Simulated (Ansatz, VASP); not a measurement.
## Pb: VASP beside Ansatz

```
Pb
1.0
     2.80126    1.61731    2.33116
    -2.80126    1.61731    2.33116
     0.00000   -3.23462    2.33116
Pb
2
Cartesian
  0.0000 0.0000 1.7495
  0.0000 0.0000 5.2440
```

Alike in both runs: functional PBE; k mesh 6 × 6 × 6; occupations gaussian, width 0.1 eV; no spin polarisation.

Ansatz relaxed the structure, and its values are those at the end. VASP's run is a single point on that final structure, the one shown.

```csv
,VASP,Ansatz
version,VASP 6.6.1,Ansatz 0.2.0
potentials or method,"VASP PAW PBE potentials, release 64 (Pb_d), cutoff 520 eV","scalar-relativistic, plane waves, PAW"
valence electrons in the cell,28,28
```

|  | VASP | Ansatz | Ansatz less VASP |
| --- | --- | --- | --- |
| gap on the k mesh at the Fermi level (eV) | none | none | - |
| pressure (GPa) | -0.1 | 0.0 | +0.04 |

A gap of «none» marks a metal or a gap that the smearing closes.

Spin-orbit coupling is off throughout.
